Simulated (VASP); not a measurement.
# SnSe (CsCl type) (Pm-3m) in VASP: a series of runs

SnSe (CsCl type) is run at these levels: PBE; tasks: single point.

Program: VASP 6.6.1. These are calculated values, not measurements. Logs are shortened: lines on timing, memory, paths and dates and some standing lists are left out, and cuts for length are marked.

## Step 1: The cell of the first run

The structure is cubic, space group Pm-3m (No. 221). Conventional cell: a = 3.158 Å, b = 3.158 Å, c = 3.158 Å, α = 90.00°, β = 90.00°, γ = 90.00°. Sn (site symmetry m-3m) has 8 Se at 2.73 Å and 6 Sn at 3.16 Å within 3.6 Å. Se (site symmetry m-3m) has 8 Sn at 2.73 Å and 6 Se at 3.16 Å within 3.6 Å.

## Step 2: Single point, PBE

Input file INCAR:

```
SYSTEM = SnSe
ALGO = Normal ; EDIFF = 1E-6
ENCUT = 520 ; GGA = PE
ISIF = 2 ; ISMEAR = -1
LASPH = .TRUE. ; LCHARG = .FALSE.
LREAL = .FALSE. ; LWAVE = .FALSE.
NBANDS = 17 ; NELM = 80
PREC = Accurate ; SIGMA = 0.05
```

Input file KPOINTS:

```
k-points
0
G
  15 15 15
  0 0 0
```

Input file POSCAR:

```
SnSe
1.0
    3.1580736889      0.0000000000      0.0000000000
    0.0000000000      3.1580736889      0.0000000000
    0.0000000000      0.0000000000      3.1580736889
Sn Se
1 1
Direct
    0.0000000000      0.0000000000      0.0000000000
    0.5000000000      0.5000000000      0.5000000000
```

Potentials or basis: VASP PAW PBE potentials, release 64 (Sn_d, Se).

Started as:

```bash
$ cat potpaw_PBE.64/Sn_d/POTCAR potpaw_PBE.64/Se/POTCAR > POTCAR
$ mpirun -np 1 vasp_std > vasp.out
```

OUTCAR:

```text
SYSTEM = SnSe
   EDIFF = 1E-6
   ENCUT = 520
   GGA = PE
   ISIF = 2
   ISMEAR = -1
   LASPH = .TRUE.
   LREAL = .FALSE.
   NELM = 80
   PREC = Accurate

 ion  position               nearest neighbor table
   1  0.000  0.000  0.000-   2 2.73   2 2.73   2 2.73   2 2.73   2 2.73   2 2.73   2 2.73   2 2.73

   2  0.500  0.500  0.500-   1 2.73   1 2.73   1 2.73   1 2.73   1 2.73   1 2.73   1 2.73   1 2.73

  LATTYP: Found a simple cubic cell.
 ALAT       =     3.1580736889

  Lattice vectors:

 A1 = (   3.1580736889,   0.0000000000,   0.0000000000)
 A2 = (   0.0000000000,   3.1580736889,   0.0000000000)
 A3 = (   0.0000000000,   0.0000000000,   3.1580736889)

Analysis of symmetry for initial positions (statically):
=====================================================================
 Subroutine PRICEL returns:
 Original cell was already a primitive cell.

 Routine SETGRP: Setting up the symmetry group for a
 simple cubic supercell.

 Subroutine GETGRP returns: Found 48 space group operations
 (whereof 48 operations were pure point group operations)
 out of a pool of 48 trial point group operations.

The static configuration has the point symmetry O_h .

Analysis of symmetry for dynamics (positions and initial velocities):
=====================================================================
 Subroutine PRICEL returns:
 Original cell was already a primitive cell.

 Routine SETGRP: Setting up the symmetry group for a
 simple cubic supercell.

 Subroutine GETGRP returns: Found 48 space group operations
 (whereof 48 operations were pure point group operations)
 out of a pool of 48 trial point group operations.

The dynamic configuration has the point symmetry O_h .

 Subroutine INISYM returns: Found 48 space group operations
 (whereof 48 operations are pure point group operations),
 and found     1 'primitive' translations

----------------------------------------------------------------------------------------

                                     Primitive cell

  volume of cell :      31.4968

  direct lattice vectors                    reciprocal lattice vectors
     3.158073689  0.000000000  0.000000000     0.316648723  0.000000000  0.000000000
     0.000000000  3.158073689  0.000000000     0.000000000  0.316648723  0.000000000
     0.000000000  0.000000000  3.158073689     0.000000000  0.000000000  0.316648723

  length of vectors
     3.158073689  3.158073689  3.158073689     0.316648723  0.316648723  0.316648723

  position of ions in fractional coordinates (direct lattice)
     0.000000000  0.000000000  0.000000000
     0.500000000  0.500000000  0.500000000

  ion indices of the primitive-cell ions
   primitive index   ion index
                 1           1
                 2           2

----------------------------------------------------------------------------------------

 KPOINTS: k-points

Automatic generation of k-mesh.
 Grid dimensions read from file:
 generate k-points for:   15   15   15

 Generating k-lattice:

  Cartesian coordinates                     Fractional coordinates (reciprocal lattice)
     0.021109915  0.000000000  0.000000000     0.066666667  0.000000000  0.000000000
     0.000000000  0.021109915  0.000000000     0.000000000  0.066666667  0.000000000
     0.000000000  0.000000000  0.021109915     0.000000000  0.000000000  0.066666667

  Length of vectors
     0.021109915  0.021109915  0.021109915

  Shift w.r.t. Gamma in fractional coordinates (k-lattice)
     0.000000000  0.000000000  0.000000000

 Subroutine IBZKPT returns following result:
 ===========================================

 Found    120 irreducible k-points:

 Following reciprocal coordinates:
            Coordinates               Weight
  0.000000  0.000000  0.000000      1.000000
  0.066667  0.000000  0.000000      6.000000
  0.133333  0.000000  0.000000      6.000000
  0.200000  0.000000  0.000000      6.000000
  0.266667  0.000000  0.000000      6.000000
  0.333333  0.000000  0.000000      6.000000
[... 16 lines left out ...]
  0.266667  0.200000  0.000000     24.000000
  0.333333  0.200000  0.000000     24.000000
 [... further k-points ...]
   k-points           NKPTS =    120   k-points in BZ     NKDIM =    120   number of bands    NBANDS=     17
   number of dos      NEDOS =    301   number of ions     NIONS =      2
   total plane-waves  NPLWV =  13824
   dimension x,y,z NGX =    24 NGY =   24 NGZ =   24
   dimension x,y,z NGXF=    48 NGYF=   48 NGZF=   48
   ions per type =               1   1
   NGX,Y,Z   is equivalent  to a cutoff of  12.63, 12.63, 12.63 a.u.
   NGXF,Y,Z  is equivalent  to a cutoff of  25.27, 25.27, 25.27 a.u.
 SYSTEM =  SnSe
   PREC   = accura    normal or accurate (medium, high low for compatibility)
   ISTART =      0    job   : 0-new  1-cont  2-samecut
   ICHARG =      2    charge: 1-file 2-atom 10-const
   ISPIN  =      1    spin polarized calculation?
   LNONCOLLINEAR =      F non collinear calculations
   LSORBIT =      F    spin-orbit coupling
   LASPH  =      T    aspherical Exc in radial PAW
   ENCUT  =  520.0 eV  38.22 Ry    6.18 a.u.   5.87  5.87  5.87*2*pi/ulx,y,z
   NELM   =     80;   NELMIN=  2; NELMDL= -5     # of ELM steps
   EDIFF  = 0.1E-05   stopping-criterion for ELM
   LREAL  =      F    real-space projection
   EDIFFG = 0.1E-04   stopping-criterion for IOM
   NSW    =      0    number of steps for IOM
   IBRION =     -1    ionic relax: 0-MD 1-quasi-New 2-CG
   NFREE  =      0    steps in history (QN), initial steepest desc. (CG)
   ISIF   =      2    stress and relaxation
   ISYM   =      2    0-nonsym 1-usesym 2-fastsym
   POTIM  = 0.5000    time-step for ionic-motion
   TEBEG  =    0.0;   TEEND  =   0.0 temperature during run
   PSTRESS=    0.0 pullay stress
   NELECT =      20.0000    total number of electrons
   NUPDOWN=      -1.0000    fix difference up-down
   EMIN   =  10.00;   EMAX   =-10.00  energy-range for DOS
   EFERMI =   0.00;   METHOD = LEGACY
   ISMEAR =    -1;   SIGMA  =   0.05  broadening in eV -4-tet -1-fermi 0-gaus
   EFERMI_NEDOS =   21; number of points for ismear=-14 and -15
   IALGO  =     38    algorithm
   IMIX   =      4    mixing-type and parameters
     AMIX     =   0.40;   BMIX     =  1.00
     AMIX_MAG =   1.60;   BMIX_MAG =  1.00
  volume/ion in A,a.u.               =      15.75       106.28
  Fermi-wavevector in a.u.,A,eV,Ry     =   1.407114  2.659060 26.939119  1.979969
  Thomas-Fermi vector in A             =   2.529406
   LORBIT       =      0    0 simple, 1 ext, 2 COOP (PROOUT), +10 PAW based schemes
   GGA     = PE    functional components
   LHFCALC =     F    Hartree Fock is set to
   AEXX    =    0.0000 exact exchange contribution
   IVDW    =     0    specifies the selected vdW correction
   LEPSILON=     F    determine dielectric tensor
   LRPA    =     F    only Hartree local field effects (RPA)
 non-spin polarized calculation
  energy-cutoff  :      520.00
  volume of cell :       31.50
 maximum number of plane-waves:       871
 NGX is ok and might be reduce to    24
   NGX = 11   NGY = 11   NGZ = 11

 number of electron      19.9999995 magnetization

 Free energy of the ion-electron system (eV)
  ---------------------------------------------------
  ext. energy  EPLUGINS =         0.00000000
  ---------------------------------------------------
  free energy    TOTEN  =        -5.34772661 eV

  energy without entropy =       -5.34318894  energy(sigma->0) =       -5.34545778

 E-fermi :  13.1167     XC(G=0): -12.4752

 val. band max:       13.1097637788   @ k =   0.4667   0.4667   0.2667
 cond. band min:      13.1191237771   @ k =   0.4667   0.4000   0.4000
 fundamental gap:      0.0093599983
 Fermi energy:        13.1167059510

 k-point     1 :       0.0000    0.0000    0.0000
  band No.  band energies     occupation
      1      -9.2490      2.00000
      2      -9.2490      2.00000
      3      -8.9355      2.00000
      4      -8.9355      2.00000
      5      -8.9355      2.00000
      6      -5.1472      2.00000
[... 9 lines left out ...]
     16      27.4930      0.00000
     17      27.4935      0.00000

 k-point     2 :       0.0667    0.0000    0.0000
  band No.  band energies     occupation
      1      -9.2480      2.00000
      2      -9.2379      2.00000
      3      -8.9405      2.00000
      4      -8.9405      2.00000
      5      -8.9351      2.00000
      6      -5.0862      2.00000
[... 9 lines left out ...]
     16      26.9476      0.00000
     17      26.9616      0.00000

 k-point     3 :       0.1333    0.0000    0.0000
  band No.  band energies     occupation
      1      -9.2453      2.00000
      2      -9.2068      2.00000
      3      -8.9546      2.00000
      4      -8.9546      2.00000
      5      -8.9339      2.00000
      6      -4.9044      2.00000
[... 9 lines left out ...]
     16      25.7672      0.00000
     17      26.8131      0.00000

 k-point     4 :       0.2000    0.0000    0.0000
  band No.  band energies     occupation
      1      -9.2414      2.00000
      2      -9.1611      2.00000
      3      -8.9753      2.00000
      4      -8.9753      2.00000
      5      -8.9321      2.00000
      6      -4.6070      2.00000
[... 9 lines left out ...]
     16      24.4457      0.00000
     17      27.0711      0.00000

 k-point     5 :       0.2667    0.0000    0.0000
  band No.  band energies     occupation
      1      -9.2369      2.00000
      2      -9.1090      2.00000
      3      -8.9990      2.00000
      4      -8.9990      2.00000
      5      -8.9302      2.00000
      6      -4.2063      2.00000
[... 9 lines left out ...]
     16      23.2470      0.00000
     17      27.5414      0.00000

 k-point     6 :       0.3333    0.0000    0.0000
  band No.  band energies     occupation
      1      -9.2326      2.00000
      2      -9.0595      2.00000
      3      -9.0214      2.00000
      4      -9.0214      2.00000
      5      -8.9283      2.00000
      6      -3.7309      2.00000
[... 9 lines left out ...]
     16      24.3073      0.00000
     17      27.5503      0.00000

 k-point     7 :       0.4000    0.0000    0.0000
  band No.  band energies     occupation
      1      -9.2291      2.00000
      2      -9.0389      2.00000
      3      -9.0389      2.00000
      4      -9.0209      2.00000
      5      -8.9268      2.00000
      6      -3.2470      2.00000
[... 9 lines left out ...]
     16      26.6371      0.00000
     17      27.5630      0.00000

 k-point     8 :       0.4667    0.0000    0.0000
  band No.  band energies     occupation
      1      -9.2273      2.00000
      2      -9.0484      2.00000
      3      -9.0484      2.00000
      4      -8.9998      2.00000
      5      -8.9260      2.00000
      6      -2.9028      2.00000
[... 9 lines left out ...]
     16      27.5702      0.00000
     17      29.1055      0.00000
[... 203 lines left out ...]
      1      -9.2027      2.00000
      2      -9.0614      2.00000
      3      -9.0393      2.00000
      4      -9.0177      2.00000
      5      -8.9450      2.00000
      6      -3.4695      2.00000
[... 9 lines left out ...]
     16      24.6567      0.00000
     17      25.0825      0.00000

 k-point    20 :       0.4000    0.1333    0.0000
  band No.  band energies     occupation
      1      -9.1989      2.00000
      2      -9.0825      2.00000
      3      -9.0347      2.00000
      4      -9.0000      2.00000
      5      -8.9431      2.00000
      6      -2.9827      2.00000
[... 9 lines left out ...]
     16      25.4521      0.00000
     17      26.7347      0.00000

 k-point    21 :       0.4667    0.1333    0.0000
  band No.  band energies     occupation
      1      -9.1968      2.00000
      2      -9.0940      2.00000
      3      -9.0439      2.00000
      4      -8.9785      2.00000
      5      -8.9420      2.00000
      6      -2.6370      2.00000
[... 9 lines left out ...]
     16      25.7255      0.00000
     17      27.7914      0.00000

 k-point    22 :       0.2000    0.2000    0.0000
  band No.  band energies     occupation
      1      -9.1959      2.00000
      2      -9.1075      2.00000
      3      -9.0359      2.00000
      4      -8.9742      2.00000
      5      -8.9654      2.00000
      6      -4.0481      2.00000
[... 9 lines left out ...]
     16      23.9825      0.00000
     17      24.6955      0.00000

 k-point    23 :       0.2667    0.2000    0.0000
  band No.  band energies     occupation
      1      -9.1842      2.00000
      2      -9.0707      2.00000
      3      -9.0600      2.00000
      4      -8.9930      2.00000
      5      -8.9657      2.00000
      6      -3.6380      2.00000
[... 9 lines left out ...]
     16      23.7750      0.00000
     17      24.5859      0.00000

 k-point    24 :       0.3333    0.2000    0.0000
  band No.  band energies     occupation
      1      -9.1765      2.00000
      2      -9.1031      2.00000
      3      -9.0138      2.00000
      4      -9.0112      2.00000
      5      -8.9630      2.00000
      6      -3.1549      2.00000
[... 9 lines left out ...]
     16      24.4783      0.00000
     17      24.7759      0.00000

 [... further k-points ...]

------------------------ aborting loop because EDIFF is reached ----------------------------------------

  FORCE on cell =-STRESS in cart. coord.  units (eV):
  Direction    XX          YY          ZZ          XY          YZ          ZX
  --------------------------------------------------------------------------------------
  -------------------------------------------------------------------------------------
  Total       12.6337411     12.6337411     12.6337411      0.0000000     -0.0000000      0.0000000
  in kB      642.6518712    642.6518712    642.6518712      0.0000000     -0.0000000      0.0000000
  external PRESSURE =     642.6518712 kB  Pullay stress =       0.0000000 kB

 VOLUME and BASIS-vectors are now :
 -----------------------------------------------------------------------------
  energy-cutoff  :      520.00
  volume of cell :       31.50
      direct lattice vectors                 reciprocal lattice vectors
     3.158073689  0.000000000  0.000000000     0.316648723  0.000000000  0.000000000
     0.000000000  3.158073689  0.000000000     0.000000000  0.316648723  0.000000000
     0.000000000  0.000000000  3.158073689     0.000000000  0.000000000  0.316648723

 POSITION                                       TOTAL-FORCE (eV/Angst)
 -----------------------------------------------------------------------------------
      0.00000      0.00000      0.00000         0.000000      0.000000      0.000000
      1.57904      1.57904      1.57904         0.000000      0.000000      0.000000
 -----------------------------------------------------------------------------------
    total drift:                                0.000000      0.000000      0.000000

  FREE ENERGIE OF THE ION-ELECTRON SYSTEM (eV)
  ---------------------------------------------------
  free  energy   TOTEN  =        -5.3477266058 eV

  energy  without entropy=       -5.3431889445  energy(sigma->0) =       -5.34545778
```

Wall time 52 s (1 thread of Intel Xeon 8259CL, shared host); peak memory 0.19 GiB.

What came out:

```yaml
Free_energy: -5.3477 eV
Pressure: 64.3 GPa
Band_gap_on_the_k_mesh: zero (bands 10 and 11 overlap by 4.61 eV)
```

Levels at points of the mesh, in eV from the Fermi level:
```
           k point  band 7  band 8  band 9  band 10  band 11  band 12  band 13  band 14
(0.00, 0.00, 0.00)   -4.22   -3.72   -3.72    -3.72     2.92     2.92     9.88     9.88
```

Caveat: the cell stands under pressure; spin-orbit coupling is left out, which moves the levels of the heavy elements.

## Step 3: Single point, PBE

Input file INCAR:

```
ALGO = Normal
EDIFF = 1E-7
ENCUT = 520
GGA = PE
ISIF = 2
ISMEAR = -1
LASPH = T
LCHARG = F
LREAL = F
LWAVE = F
NBANDS = 17
NELM = 80
PREC = Accurate
SIGMA = 0.05
```

Input file KPOINTS:

```
k-points
0
Gamma
  15 15 15
```

Input file POSCAR:

```
SnSe
1.0
    3.1578372549      0.0000000000      0.0000000000
    0.0000000000      3.1578372549      0.0000000000
    0.0000000000      0.0000000000      3.1578372549
Sn Se
1 1
Direct
    0.0000000000      0.0000000000      0.0000000000
    0.5000000000      0.5000000000      0.5000000000
```

Potentials or basis: VASP PAW PBE potentials, release 64 (Sn_d, Se).

Started as:

```bash
$ cat potpaw_PBE.64/Sn_d/POTCAR potpaw_PBE.64/Se/POTCAR > POTCAR
$ mpirun -np 1 vasp_std > vasp.out
```

It took 55 s on 1 thread of Intel Xeon 8259CL, shared host; peak memory 0.19 GiB.

Results (log left out):

| Quantity | Value |
| --- | --- |
| Free energy | -5.3449 eV |
| Pressure | 64.4 GPa |
| Band gap on the k mesh | zero (bands 10 and 11 overlap by 4.62 eV) |

Levels at points of the mesh, in eV from the Fermi level:
| k point | band 7 | band 8 | band 9 | band 10 | band 11 | band 12 | band 13 | band 14 |
| --- | --- | --- | --- | --- | --- | --- | --- | --- |
| (0.00, 0.00, 0.00) | -4.22 | -3.72 | -3.72 | -3.72 | 2.92 | 2.92 | 9.88 | 9.88 |

Caveat: the cell stands under pressure; spin-orbit coupling is left out, which moves the levels of the heavy elements.
